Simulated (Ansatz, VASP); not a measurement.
Two plane-wave programs on Hf

Contents of INCAR:

```
PREC = Accurate ; ENCUT = 400
EDIFF = 1E-6 ; ISMEAR = 1
SIGMA = 0.1 ; LREAL = F
LASPH = T ; NELM = 120
ALGO = Normal ; ISIF = 2
LWAVE = F ; LCHARG = F
LDIPOL = T ; IDIPOL = 3
DIPOL = 0.5 0.5 0.375 ; GGA = PS
IVDW = 13 ; NBANDS = 22
GGA_COMPAT = F ; NELMDL = -8
```

The input KPOINTS:

```
regular mesh
0
Gamma
  12 12 1
```

The input POSCAR:

```
Hf
1.0
    3.1543023929      0.0000000000      0.0000000000
   -1.5771511964      2.7317060034      0.0000000000
    0.0000000000      0.0000000000     25.0752403944
Hf
3
Direct
    0.6666666667      0.3333333333      0.2791598362
    0.3333333333      0.6666666667      0.3721645590
    0.6666666667      0.3333333333      0.4744276724
```

Input for Ansatz:

```yaml
crystal:
  lattice:
    - [3.1543023929, 0.0, 0.0]
    - [-1.5771511964, 2.7317060034, 0.0]
    - [0.0, 0.0, 25.0752403944]
  atoms:
    - { symbol: Hf, position: [0.6666666667, 0.3333333333, 0.2791598362] }
    - { symbol: Hf, position: [0.3333333333, 0.6666666667, 0.372164559] }
    - { symbol: Hf, position: [0.6666666667, 0.3333333333, 0.4744276724] }
basis:
  ecutwfc: 420
kpoints:
  mp_grid: { grid: [12, 12, 1] }
hamiltonian:
  xc: pbesol
  dispersion: d4
  pseudopotentials: { kind: paw, azcp: { folder: soft_1 } }
scf:
  occupations: { method: methfessel_paxton, width: 0.1 }
  n_extra_bands: 8
  max_iter: 160
output:
  forces: true
  eigenvalues: true
  write_density: true
  write_potential: true
  elf: true
  volumetric_format: npy
efield:
  axis: 3
  dipole_correction: true
```

Alike in both runs: task single point; functional PBEsol; dispersion D4; k mesh 12 × 12 × 1; occupations methfessel-paxton of order 1, width 0.1 eV; no spin polarisation.

```csv
,VASP,Ansatz
version,VASP 6.6.1,Ansatz 0.2.0
potentials or method,"VASP PAW PBE potentials, release 64 (Hf_pv), cutoff 400 eV","scalar-relativistic, plane waves, PAW"
valence electrons in the cell,30,78
```

|  | VASP | Ansatz | Ansatz less VASP |
| --- | --- | --- | --- |
| gap on the k mesh at the Fermi level (eV) | none | none | - |
| rms of the force components (eV/Å) | 0.323 | 0.325 | +0.0022 |

VASP's potentials were made for PBE, not for PBEsol, and Ansatz warns of the same on its side. Atom by atom the forces differ by 0.017 eV/Å (rms over components). A gap of «none» marks a metal or a gap that the smearing closes. VASP's potentials hold 30 valence electrons a cell and Ansatz's 78, so a difference there can come from the potentials and not from the codes. Ansatz's warnings: xc potential rough in thin density.

Neither program's run includes spin-orbit coupling.
